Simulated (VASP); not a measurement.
# MnO2: single point with PBEsol+U

The system is MnO2.

```xyz
3
Lattice="1.4565 0.8409 4.6738 -1.4565 0.8409 4.6738 0.0000 -1.6818 4.6738" Properties=species:S:1:pos:R:3 pbc="T T T"
Mn    0.0000    0.0000    0.0000
O     0.0000    0.0000    3.7068
O     0.0000    0.0000   10.3147
```

```yaml
Program: VASP 6.6.1
Task: single point
Functional: PBEsol
Potentials_or_basis: VASP PAW PBE potentials, release 64 (Mn_pv, O)
Cutoff: 520 eV
k_mesh: 12 × 12 × 12
Occupations: fermi-dirac, width 0.1 eV
Spin: collinear spin, ferromagnetic start
Starting_moments: "[4.0, 0.0, 0.0] μB"
Hubbard_terms: Mn d U = 3.5 eV
Dipole_correction: no
Further_INCAR_settings: ALGO = Normal; EDIFF = 1e-07; NBANDS = 24
```

```
Pressure                                              : -6.5 GPa
Largest force                                         : 0.579 eV/Å
Band gap on the k mesh                                : 1.65 eV (least direct gap 1.76 eV)
Net moment                                            : 3.00 μB per cell
Site moments                                          : Mn +3.21; O -0.12 μB
Valence electrons inside the program's atomic spheres : Mn 11.61; O 4.96
```

Forces on the atoms (eV/Å):
```
Mn   0.000  0.000  0.000
O    0.000  0.000  0.579
O    0.000  0.000 -0.579
```

Stress tensor (GPa, compression positive):
```
-7.29  0.00  0.00
 0.00 -7.29  0.00
 0.00  0.00 -4.97
```

Levels at points of the mesh, in eV from the valence-band top:
Spin up:
```
           k point  band 10  band 11  band 12  band 13  band 14  band 15  band 16  band 17  band 18  band 19
(0.00, 0.00, 0.00)    -3.36    -0.82    -0.55    -0.55    -0.22     2.99     2.99     7.26    10.47    14.91
(0.50, 0.00, 0.00)    -2.95    -2.50    -1.99    -1.41    -1.33     2.08     2.80    12.20    13.25    13.68
(0.50, 0.50, 0.00)    -2.95    -2.41    -2.08    -1.58    -1.04     2.37     2.89    11.26    12.52    14.39
(0.50, 0.50, 0.50)    -3.35    -1.49    -0.60    -0.60    -0.40     3.01     3.01     9.34     9.51    13.88
```
Spin down:
| k point | band 9 | band 10 | band 11 | band 12 | band 13 | band 14 |
| --- | --- | --- | --- | --- | --- | --- |
| (0.00, 0.00, 0.00) | -0.75 | -0.75 | -0.39 | 2.73 | 2.73 | 4.08 |
| (0.50, 0.00, 0.00) | -2.38 | -2.08 | -1.42 | 2.89 | 3.37 | 3.62 |
| (0.50, 0.50, 0.00) | -2.17 | -1.83 | -1.16 | 2.72 | 3.39 | 3.66 |
| (0.50, 0.50, 0.50) | -1.64 | -0.80 | -0.80 | 2.73 | 2.73 | 4.03 |

Eigenvalues of the final occupation matrices:
| site | spin | trace | eigenvalues |
| --- | --- | --- | --- |
| site 1 d | 1 | 4.00 | 0.56 0.56 0.96 0.96 0.96 |
| site 1 d | 2 | 0.86 | 0.08 0.08 0.08 0.31 0.31 |

Wall time 15 min on 1 thread of Intel Xeon 8259CL, with other jobs on the host, peak memory 0.45 GiB.

Caveat: the cell stands under tension; the PAW data sets were made with another functional, which shifts forces and pressure a little; a cell with one magnetic atom can't hold antiferromagnetic order, which such compounds often take. The state reached can hang on the start; a lower one may exist.
